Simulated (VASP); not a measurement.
# AlNi3 (Fm-3m) in VASP: further runs, part 3 of 3

VASP 6.6.1. Earlier steps stand in the parts before.

### Step 5. Single point, PBE (volume scaled by 0.94)

File INCAR:

```
SYSTEM = AlNi3
PREC = Accurate ; ENCUT = 520
EDIFF = 1E-6 ; ISMEAR = 0
SIGMA = 0.1 ; LREAL = .False.
LASPH = .True. ; NELM = 100
ALGO = Normal ; ISIF = 2
LWAVE = .False. ; LCHARG = .False.
GGA = PE ; NBANDS = 24
```

File KPOINTS:

```
regular mesh
0
Gamma
  14 14 14
  0 0 0
```

File POSCAR:

```
AlNi3
1.0
    0.0000000000      2.7782745403      2.7782745403
    2.7782745403      0.0000000000      2.7782745403
    2.7782745403      2.7782745403      0.0000000000
Al Ni
1 3
Direct
    0.5000000000      0.5000000000      0.5000000000
    0.2500000000      0.2500000000      0.2500000000
    0.0000000000      0.0000000000      0.0000000000
    0.7500000000      0.7500000000      0.7500000000
```

Potentials or basis: VASP PAW PBE potentials, release 64 (Al, Ni).

Started as:

```console
$ cat potpaw_PBE.64/Al/POTCAR potpaw_PBE.64/Ni/POTCAR > POTCAR
$ mpirun -np 1 vasp_std > vasp.out
```

OUTCAR:

```text
SYSTEM = AlNi3
   PREC = Accurate
   ENCUT = 520
   EDIFF = 1E-6
   ISMEAR = 0
   LREAL = .False.
   LASPH = .True.
   NELM = 100
   ISIF = 2
   GGA = PE

 ion  position               nearest neighbor table
   1  0.500  0.500  0.500-   2 2.41   2 2.41   2 2.41   2 2.41   4 2.41   4 2.41   4 2.41   4 2.41
                             3 2.78   3 2.78   3 2.78   3 2.78   3 2.78   3 2.78
   2  0.250  0.250  0.250-   3 2.41   3 2.41   3 2.41   1 2.41   3 2.41   1 2.41   1 2.41   1 2.41
                             4 2.78   4 2.78   4 2.78   4 2.78   4 2.78   4 2.78
   3  0.000  0.000  0.000-   4 2.41   4 2.41   4 2.41   2 2.41   4 2.41   2 2.41   2 2.41   2 2.41
                             1 2.78   1 2.78   1 2.78   1 2.78   1 2.78   1 2.78
[... 854 lines left out ...]
  Total        3.3892965      3.3892965      3.3892965      0.0000000      0.0000000      0.0000000
  in kB      126.6090264    126.6090264    126.6090264      0.0000000      0.0000000      0.0000000
  external PRESSURE =     126.6090264 kB  Pullay stress =       0.0000000 kB

 VOLUME and BASIS-vectors are now :
 -----------------------------------------------------------------------------
  energy-cutoff  :      520.00
  volume of cell :       42.89
      direct lattice vectors                 reciprocal lattice vectors
     0.000000000  2.778274540  2.778274540    -0.179967816  0.179967816  0.179967816
     2.778274540  0.000000000  2.778274540     0.179967816 -0.179967816  0.179967816
     2.778274540  2.778274540  0.000000000     0.179967816  0.179967816 -0.179967816

 POSITION                                       TOTAL-FORCE (eV/Angst)
 -----------------------------------------------------------------------------------
      2.77827      2.77827      2.77827        -0.000000      0.000000     -0.000000
      1.38914      1.38914      1.38914         0.000000      0.000000      0.000000
      0.00000      0.00000      0.00000        -0.000000      0.000000     -0.000000
      4.16741      4.16741      4.16741        -0.000000     -0.000000      0.000000
 -----------------------------------------------------------------------------------
    total drift:                                0.000000     -0.000000      0.000000

  FREE ENERGIE OF THE ION-ELECTRON SYSTEM (eV)
  ---------------------------------------------------
  free  energy   TOTEN  =       -21.5943539646 eV

  energy  without entropy=      -21.5817489496  energy(sigma->0) =      -21.58805146
```

OSZICAR:

```text
N       E                     dE             d eps       ncg     rms          rms(c)
DAV:   1     0.189816185177E+03    0.18982E+03   -0.14240E+04  5040   0.177E+03
DAV:   2    -0.160576997871E+02   -0.20587E+03   -0.19389E+03  4992   0.324E+02
DAV:   3    -0.249708732243E+02   -0.89132E+01   -0.85189E+01  6072   0.923E+01
DAV:   4    -0.251053820070E+02   -0.13451E+00   -0.13444E+00  6056   0.991E+00
DAV:   5    -0.251096021991E+02   -0.42202E-02   -0.42201E-02  6480   0.160E+00    0.186E+01
DAV:   6    -0.246011850959E+02    0.50842E+00   -0.33129E+01  5824   0.101E+02    0.157E+01
DAV:   7    -0.217777291023E+02    0.28235E+01   -0.99641E+00  5880   0.636E+01    0.632E+00
DAV:   8    -0.218293206513E+02   -0.51592E-01   -0.13546E+00  5592   0.364E+01    0.545E+00
DAV:   9    -0.216094643509E+02    0.21986E+00   -0.20071E-01  6752   0.160E+01    0.122E+00
DAV:  10    -0.215952758018E+02    0.14189E-01   -0.54613E-02  7912   0.503E+00    0.487E-01
DAV:  11    -0.215943501208E+02    0.92568E-03   -0.72634E-03  6624   0.206E+00    0.103E-01
DAV:  12    -0.215943972622E+02   -0.47141E-04   -0.62026E-04  6056   0.524E-01    0.862E-02
DAV:  13    -0.215943535978E+02    0.43664E-04   -0.12046E-04  5928   0.330E-01    0.938E-03
DAV:  14    -0.215943541254E+02   -0.52759E-06   -0.16545E-05  5808   0.528E-02    0.332E-03
DAV:  15    -0.215943539646E+02    0.16073E-06   -0.12611E-06  3048   0.180E-02
   1 F= -.21594354E+02 E0= -.21588051E+02  d E =-.126050E-01
```

It took 48 s on 1 thread of Intel Xeon 6975P-C (Granite Rapids), shared host; peak memory 0.23 GiB.

Results:

| Item | Value |
| --- | --- |
| Free energy | -21.5944 eV |
| Pressure | 12.7 GPa |

Levels at points of the mesh, in eV from the Fermi level:
| k point | band 12 | band 13 | band 14 | band 15 | band 16 | band 17 | band 18 | band 19 | band 20 | band 21 |
| --- | --- | --- | --- | --- | --- | --- | --- | --- | --- | --- |
| (0.00, 0.00, 0.00) | -0.95 | -0.58 | -0.58 | -0.55 | -0.55 | 5.54 | 5.54 | 5.54 | 6.03 | 6.03 |
| (0.50, 0.00, 0.00) | -1.79 | -0.67 | -0.67 | -0.49 | -0.49 | -0.15 | 4.40 | 4.40 | 4.90 | 4.90 |
| (0.50, 0.50, 0.00) | -1.23 | -1.10 | -0.77 | -0.62 | -0.39 | -0.36 | -0.36 | -0.04 | 4.40 | 4.83 |

Caveat: the cell differs from its parent crystal (volume scaled by 0.94). Spin polarisation is off, so any magnetic state and its effect on volume and gap are missing.

### Step 6. Single point, PBE

This run uses another cell than the first one, of 11.00 Å³/atom, 0.877 times its volume.

File INCAR:

```
  ALGO = Normal
  EDIFF = 1E-7
  ENCUT = 520
  GGA = PE
  ISIF = 2
  ISMEAR = 0
  LASPH = True
  LCHARG = False
  LREAL = False
  LWAVE = False
  NBANDS = 24
  NELM = 80
  PREC = Accurate
  SIGMA = 0.1
```

File KPOINTS:

```
k-points
0
Gamma
  14 14 14
```

File POSCAR:

```
AlNi3
1.0
    0.0000000000      2.8018887551      2.8018887551
    2.8018887551      0.0000000000      2.8018887551
    2.8018887551      2.8018887551      0.0000000000
Al Ni
1 3
Direct
    0.5000000000      0.5000000000      0.5000000000
    0.2500000000      0.2500000000      0.2500000000
    0.0000000000      0.0000000000      0.0000000000
    0.7500000000      0.7500000000      0.7500000000
```

Potentials or basis: VASP PAW PBE potentials, release 64 (Al, Ni).

Started as:

```console
$ cat potpaw_PBE.64/Al/POTCAR potpaw_PBE.64/Ni/POTCAR > POTCAR
$ mpirun -np 1 vasp_std > vasp.out
```

OUTCAR:

```text
EDIFF = 1E-7
   ENCUT = 520
   GGA = PE
   ISIF = 2
   ISMEAR = 0
   LASPH = True
   LREAL = False
   NELM = 80
   PREC = Accurate

 ion  position               nearest neighbor table
   1  0.500  0.500  0.500-   2 2.43   4 2.43   2 2.43   2 2.43   4 2.43   2 2.43   4 2.43   4 2.43
                             3 2.80   3 2.80   3 2.80   3 2.80   3 2.80   3 2.80
   2  0.250  0.250  0.250-   3 2.43   1 2.43   3 2.43   1 2.43   3 2.43   3 2.43   1 2.43   1 2.43
                             4 2.80   4 2.80   4 2.80   4 2.80   4 2.80   4 2.80
   3  0.000  0.000  0.000-   4 2.43   2 2.43   4 2.43   2 2.43   4 2.43   4 2.43   2 2.43   2 2.43
                             1 2.80   1 2.80   1 2.80   1 2.80   1 2.80   1 2.80
   4  0.750  0.750  0.750-   1 2.43   3 2.43   1 2.43   1 2.43   3 2.43   1 2.43   3 2.43   3 2.43
                             2 2.80   2 2.80   2 2.80   2 2.80   2 2.80   2 2.80

  LATTYP: Found a face centered cubic cell.
 ALAT       =     5.6037775102

  Lattice vectors:

 A1 = (   0.0000000000,   2.8018887551,   2.8018887551)
 A2 = (   2.8018887551,   0.0000000000,   2.8018887551)
 A3 = (   2.8018887551,   2.8018887551,   0.0000000000)

Analysis of symmetry for initial positions (statically):
[... 172 lines left out ...]
  ext. energy  EPLUGINS =         0.00000000
  ---------------------------------------------------
  free energy    TOTEN  =       -21.66166168 eV

  energy without entropy =      -21.64852176  energy(sigma->0) =      -21.65509172

 E-fermi :   9.9626     XC(G=0): -12.8137

 val. band max:        9.9576665593   @ k =  -0.2857   0.5000   0.2143
 cond. band min:       9.9785385056   @ k =  -0.4286   0.4286   0.0714
 fundamental gap:      0.0208719464
 Fermi energy:         9.9626335559

 k-point     1 :       0.0000    0.0000    0.0000
  band No.  band energies     occupation
      1      -0.2338      2.00000
      2       6.3604      2.00000
      3       6.3604      2.00000
      4       6.4822      2.00000
      5       6.4822      2.00000
      6       6.4822      2.00000
[... 637 lines left out ...]
     23      17.7009      0.00000
     24      19.7263      0.00000

 [... further k-points ...]
[... 5 lines left out ...]
  --------------------------------------------------------------------------------------
  -------------------------------------------------------------------------------------
  Total        1.9289925      1.9289925      1.9289925      0.0000000      0.0000000      0.0000000
  in kB       70.2519620     70.2519620     70.2519620      0.0000000      0.0000000      0.0000000
  external PRESSURE =      70.2519620 kB  Pullay stress =       0.0000000 kB

 VOLUME and BASIS-vectors are now :
 -----------------------------------------------------------------------------
  energy-cutoff  :      520.00
  volume of cell :       43.99
      direct lattice vectors                 reciprocal lattice vectors
     0.000000000  2.801888755  2.801888755    -0.178451053  0.178451053  0.178451053
     2.801888755  0.000000000  2.801888755     0.178451053 -0.178451053  0.178451053
     2.801888755  2.801888755  0.000000000     0.178451053  0.178451053 -0.178451053

 POSITION                                       TOTAL-FORCE (eV/Angst)
 -----------------------------------------------------------------------------------
      2.80189      2.80189      2.80189        -0.000000      0.000000      0.000000
      1.40094      1.40094      1.40094         0.000000     -0.000000      0.000000
      0.00000      0.00000      0.00000        -0.000000      0.000000      0.000000
      4.20283      4.20283      4.20283        -0.000000     -0.000000     -0.000000
 -----------------------------------------------------------------------------------
    total drift:                                0.000000     -0.000000      0.000000

  FREE ENERGIE OF THE ION-ELECTRON SYSTEM (eV)
  ---------------------------------------------------
  free  energy   TOTEN  =       -21.6616616764 eV

  energy  without entropy=      -21.6485217618  energy(sigma->0) =      -21.65509172
```

It took 52 s on 1 thread of Intel Xeon 6975P-C (Granite Rapids), shared host; peak memory 0.23 GiB.

Results:

```
Free energy : -21.6617 eV
Pressure    : 7.0 GPa
```

### Step 7. The runs side by side

```csv
cell,gap on the mesh (eV),pressure (GPa)
"a = 4.140 Å, angles 60.0°, 4 atoms",none,-13.6
"a = 3.844 Å, angles 60.0°, 4 atoms",none,30.4
"a = 3.887 Å, angles 60.0°, 4 atoms",none,20.8
"a = 3.929 Å, angles 60.0°, 4 atoms",none,12.7
"a = 3.962 Å, angles 60.0°, 4 atoms",none,7.0
```

Alike in all rows: task single point; level PBE; potentials or basis VASP PAW PBE potentials, release 64 (Al, Ni); no spin polarisation; k mesh 14 × 14 × 14; cutoff (eV) 520; smearing gaussian 0.1 eV.

Absolute energies hang on the potentials; compare differences alone.
